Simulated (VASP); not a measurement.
Here is a VASP 6.6.1 calculation.

File INCAR:

```
PREC = Accurate ; ENCUT = 600
EDIFF = 1E-6 ; ISMEAR = 0
SIGMA = 0.02 ; LREAL = F
LASPH = T ; NELM = 120
ALGO = Normal ; ISIF = 2
LWAVE = F ; LCHARG = F
GGA = CA ; NBANDS = 11
GGA_COMPAT = F
```

The input KPOINTS:

```
Automatic mesh
0
Gamma
  8 8 8
```

File POSCAR:

```
MgS
1.0
    0.0000000000      2.5648456085      2.5648456085
    2.5648456085      0.0000000000      2.5648456085
    2.5648456085      2.5648456085      0.0000000000
Mg S
1 1
Direct
    0.0000000000      0.0000000000      0.0000000000
    0.5000000000      0.5000000000      0.5000000000
```

Potentials or basis: VASP PAW LDA potentials, release 64 (Mg, S).

The run is started by

```bash
$ cat potpaw_LDA.64/Mg/POTCAR potpaw_LDA.64/S/POTCAR > POTCAR
$ mpirun -np 1 vasp_std > vasp.out
```

Q: What does it give for the pressure?

A: -0.6 GPa.

Q: Predict the band gap on the k mesh.

A: 2.65 eV, indirect (least direct gap 3.84 eV).

A k mesh can miss the band edges. LDA gaps usually lie below the measured ones, often by a third to a half.
